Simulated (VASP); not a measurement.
Input of a VASP 6.6.1 run:

The input POSCAR:

```
Cu
1.0
    0.0000000000      2.4163017484      2.4163017484
    2.4163017484      0.0000000000      2.4163017484
    2.4163017484      2.4163017484      0.0000000000
Cu
2
Direct
    0.0000000000      0.0000000000      0.0000000000
    0.2500000000      0.2500000000      0.2500000000
```

File INCAR.step1:

```
ALGO     = Normal         # electronic algorithm
EDIFF    = 1E-4           # SCF threshold, eV
ENCUT    = 520            # plane-wave cutoff, eV
GGA      = PE             # functional
ISMEAR   = 0              # smearing method
LASPH    = True           # aspherical terms in the spheres
LCHARG   = False          # write CHGCAR
LREAL    = False          # projectors in reciprocal space
LWAVE    = True           # write WAVECAR
NBANDS   = 18             # bands
NELM     = 80             # most SCF steps
PREC     = Accurate       # precision mode
SIGMA    = 0.05           # smearing width, eV
```

INCAR.step2

```
ALGO     = Normal         # electronic algorithm
EDIFF    = 1E-7           # SCF threshold, eV
ENCUT    = 520            # plane-wave cutoff, eV
ISIF     = 2              # what is computed and relaxed
ISMEAR   = 0              # smearing method
ISTART   = 1            
LASPH    = True           # aspherical terms in the spheres
LCHARG   = False          # write CHGCAR
LMIXTAU  = True         
LREAL    = False          # projectors in reciprocal space
LWAVE    = False          # write WAVECAR
METAGGA  = R2SCAN         # meta-GGA
NBANDS   = 18             # bands
NELM     = 80             # most SCF steps
PREC     = Accurate       # precision mode
SIGMA    = 0.05           # smearing width, eV
```

The input KPOINTS:

```
k-points
0
Gamma
  8 8 8
```

Potentials or basis: VASP PAW PBE potentials, release 64 (Cu).

Run with:

```sh
$ cat potpaw_PBE.64/Cu/POTCAR > POTCAR
$ cp INCAR.step1 INCAR
$ mpirun -np 1 vasp_std > vasp.out
$ cp INCAR.step2 INCAR
$ mpirun -np 1 vasp_std > vasp.out
```

Predict the pressure.

30.5 GPa.

What does it give for the band gap on the k mesh?

Zero (bands 11 and 12 overlap by 1.26 eV).

Caveat: the cell stands under pressure; the PAW data sets were made with another functional, which shifts forces and pressure a little.
